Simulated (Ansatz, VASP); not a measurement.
# Al3Cu: VASP beside Ansatz

```
CELL_PARAMETERS angstrom
3.48231 0.00000 0.00000
0.00000 4.04743 0.00000
0.00000 0.00000 4.03490
ATOMIC_POSITIONS crystal
Al 0.00000 0.50000 0.50000
Al 0.50000 0.00000 0.50000
Al 0.50000 0.50000 0.00000
Cu 0.00000 0.00000 0.00000
```

Change from the starting cell: strain +e along x and -e along y -0.0733, strain +e along z and -e/2 along x and y +0.0467.

Alike in both runs: task single point; functional LDA; k mesh 10 × 10 × 10; occupations gaussian, width 0.15 eV; no spin polarisation.

|  | VASP | Ansatz |
| --- | --- | --- |
| version | VASP 6.6.1 | Ansatz 0.2.0 |
| potentials or method | VASP PAW LDA potentials, release 64 (Al, Cu), cutoff 520 eV | scalar-relativistic, plane waves, PAW |
| valence electrons in the cell | 20 | 28 |

```csv
,VASP,Ansatz,Ansatz less VASP
gap on the k mesh at the Fermi level (eV),none,none,-
pressure (GPa),1.7,1.3,-0.37
"traceless stress, the component that is largest in VASP (GPa)",6.48,6.46,-0.019
```

Ansatz warns that its potentials were made for another functional, while VASP's fit it. LDA's correlation is that of Perdew and Zunger in VASP and of Perdew and Wang (1992) in Ansatz. A gap of «none» marks a metal or a gap that the smearing closes. VASP's potentials hold 20 valence electrons a cell and Ansatz's 28, so a difference there can come from the potentials and not from the codes.
